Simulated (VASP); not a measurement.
A run of VASP 6.6.1:

Contents of INCAR:

```
ALGO     = Normal         # electronic algorithm
EDIFF    = 1E-6           # SCF threshold, eV
ENCUT    = 520            # plane-wave cutoff, eV
GGA      = PS             # functional
ISIF     = 2              # what is computed and relaxed
ISMEAR   = -1             # smearing method
LASPH    = T              # aspherical terms in the spheres
LCHARG   = F              # write CHGCAR
LREAL    = F              # projectors in reciprocal space
LWAVE    = F              # write WAVECAR
NBANDS   = 10             # bands
NELM     = 80             # most SCF steps
PREC     = Accurate       # precision mode
SIGMA    = 0.05           # smearing width, eV
```

KPOINTS

```
k-points
0
Gamma
  19 19 19
```

The input POSCAR:

```
Os
1.0
   -1.3262227715      1.3262227715      1.3262227715
    1.3262227715     -1.3262227715      1.3262227715
    1.3262227715      1.3262227715     -1.3262227715
Os
1
Direct
    0.0000000000      0.0000000000      0.0000000000
```

Potentials or basis: VASP PAW PBE potentials, release 64 (Os).

Launch:

```console
$ cat potpaw_PBE.64/Os/POTCAR > POTCAR
$ mpirun -np 1 vasp_std > vasp.out
```

Hardware: 1 thread of Intel Xeon 8259CL, on a shared host.

Problem. Estimate the wall time of this run.

Solution. Run time: 25 s on 1 thread of Intel Xeon 8259CL (shared host), peak memory 0.14 GiB. Counts: scf iterations 11, k points 220.
